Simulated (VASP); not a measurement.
A run of VASP 6.6.1 is set up as follows.

The input INCAR:

```
SYSTEM = K3Mg4F12
PREC = Accurate
ENCUT = 520
EDIFF = 1E-6
ISMEAR = 0
SIGMA = 0.05
LREAL = Auto
LASPH = .TRUE.
NELM = 60
ALGO = Normal
ISIF = 2
LWAVE = .FALSE.
LCHARG = .TRUE.
GGA = PS
LELF = .TRUE.
LVHAR = .TRUE.
NELECT = 120.0
NBANDS = 74
```

Contents of KPOINTS:

```
Automatic mesh
0
G
  4 4 4
  0 0 0
```

The input POSCAR:

```
K3Mg4F12
1.0
   -3.9908822801      3.9908822801      3.9908822801
    3.9908822801     -3.9908822801      3.9908822801
    3.9908822801      3.9908822801     -3.9908822801
K Mg F
3 4 12
Direct
   -0.4999999649     -0.4999999649      0.4999999649
    0.0000000000      0.4999999649      0.0000000000
    0.4999999649      0.0000000000      0.0000000000
    0.4999999649      0.4999999649      0.0000000000
    0.0000000000      0.0000000000      0.0000000000
    0.0000000000      0.4999999649      0.4999999649
    0.4999999649      0.0000000000      0.4999999649
    0.4888672136      0.7444336343      0.2444335441
    0.0000000000      0.2555664208      0.2444335441
    0.0000000000      0.7444335091      0.7555663857
    0.5111328415      0.2555664208      0.7555663857
    0.7444336343      0.4888672136      0.2444335441
    0.2555664208      0.0000000000      0.2444335441
    0.2555664208      0.5111328415      0.7555663857
    0.7444335091      0.0000000000      0.7555663857
    0.2555664208      0.7444336343      0.5000000902
    0.7444336343      0.2555664208      0.5000000902
    0.7444335091      0.7444335091     -0.0111328766
    0.2555664208      0.2555664208      0.0111328766
```

Potentials or basis: VASP PAW PBE potentials, release 64 (K_sv, Mg, F).

Run with:

```console
$ cat potpaw_PBE.64/K_sv/POTCAR potpaw_PBE.64/Mg/POTCAR potpaw_PBE.64/F/POTCAR > POTCAR
$ mpirun -np 1 vasp_std > vasp.out
```

Question: Estimate the largest force.

Answer: 0.009 eV/Å.

Forces on the atoms (eV/Å):
```
K    0.000  0.000  0.000
K    0.000  0.000  0.000
K    0.000  0.000  0.000
Mg   0.000  0.000  0.000
Mg   0.000  0.000  0.000
Mg   0.000  0.000  0.000
Mg   0.000  0.000  0.000
F    0.000  0.006  0.006
F    0.000  0.006 -0.006
F    0.000 -0.006  0.006
F    0.000 -0.006 -0.006
F    0.006  0.000  0.006
F    0.006  0.000 -0.006
F   -0.006  0.000 -0.006
F   -0.006  0.000  0.006
F    0.006 -0.006  0.000
F   -0.006  0.006  0.000
F    0.006  0.006  0.000
F   -0.006 -0.006  0.000
```

Caveat: the cell carries a net charge on a neutralising background, which shifts energy and pressure; the PAW data sets were made with another functional, which shifts forces and pressure a little.
